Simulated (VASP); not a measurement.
Runs of VASP 6.6.1 on VH3. The structure is that of space group Pm-3m (No. 221), or close to it. The cells are those of the table. 

```tsv
task	cell	k mesh	cutoff (eV)	gap on the mesh (eV)	pressure (GPa)	moment (μB)
single point	a = 2.773 Å, 4 atoms	16 × 16 × 16	520	none	0.0	0.44
single point	a = 3.366 Å, 4 atoms	6 × 6 × 6	520	none	-27.8	2.06
single point	a = 2.774 Å, 4 atoms	6 × 6 × 6	520	none	(a)	0.58
relaxation of cell and atoms	relaxed from a = 2.774 Å, 4 atoms	16 × 16 × 16	600	none	0.0	0.44
```

Alike in all rows: level PBE; potentials or basis VASP PAW PBE potentials, release 64 (V_sv, H); spin collinear, ferromagnetic start; smearing gaussian 0.1 eV.

Problem. Estimate the missing entries.

Solution. (a) -0.1.

Caveats: some runs use coarse meshes; the relaxation stopped at its first step, so nothing moved (some runs).

A gap of «none» marks levels without a gap at the run's occupations.
